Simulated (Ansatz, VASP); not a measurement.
F: VASP beside Ansatz

Contents of INCAR:

```
  ALGO = Normal
  EDIFF = 1E-6
  ENCUT = 520
  GGA = PE
  ISIF = 2
  ISMEAR = 0
  LASPH = T
  LCHARG = F
  LREAL = F
  LWAVE = F
  NBANDS = 22
  NELM = 80
  PREC = Accurate
  SIGMA = 0.02
```

The input KPOINTS:

```
k-points
0
Gamma
  10 10 4
```

Contents of POSCAR:

```
F
1.0
    2.7500000000     -1.6400000000      0.0000000000
    2.7500000000      1.6400000000      0.0000000000
   -1.5347200000      0.0000000000      7.1163900000
F
4
Direct
    0.9752718419      0.5859669639      0.0994372263
    0.3980000000      0.0320000000      0.4003000000
    0.0320000000      0.3980000000      0.9003000000
    0.6020000000      0.9680000000      0.5997000000
```

Input for Ansatz:

```yaml
crystal:
  lattice:
    - [2.75, -1.64, 0.0]
    - [2.75, 1.64, 0.0]
    - [-1.53472, 0.0, 7.11639]
  atoms:
    - { symbol: F, position: [0.9752718419, 0.5859669639, 0.0994372263] }
    - { symbol: F, position: [0.398, 0.032, 0.4003] }
    - { symbol: F, position: [0.032, 0.398, 0.9003] }
    - { symbol: F, position: [0.602, 0.968, 0.5997] }
basis:
  ecutwfc: 420
kpoints:
  mp_grid: { grid: [10, 10, 4] }
hamiltonian:
  xc: pbe
scf:
  occupations: { method: gaussian, width: 0.02 }
output:
  forces: true
  stress: true
  eigenvalues: true
```

Change from the starting cell: one atom moved.

Alike in both runs: task single point; functional PBE; k mesh 10 × 10 × 4; occupations gaussian, width 0.02 eV; no spin polarisation.

```csv
,VASP,Ansatz
version,VASP 6.6.1,Ansatz 0.2.0
potentials or method,"VASP PAW PBE potentials, release 64 (F), cutoff 520 eV","scalar-relativistic, plane waves, PAW"
valence electrons in the cell,28,28
```

Ansatz gave:

```
gap on the k mesh at the Fermi level (eV)                     : 2.03
least direct gap on the mesh (eV)                             : 2.03
pressure (GPa)                                                : -3.7
traceless stress, the component that is largest in VASP (GPa) : -7.97
rms of the force components (eV/Å)                            : 1.027
```

Which values does VASP return?

gap on the k mesh at the Fermi level (eV): 1.98; least direct gap on the mesh (eV): 1.98; pressure (GPa): -3.6; traceless stress, the component that is largest in VASP (GPa): -6.79; rms of the force components (eV/Å): 0.873.

Atom by atom the forces differ by 0.155 eV/Å (rms over components).
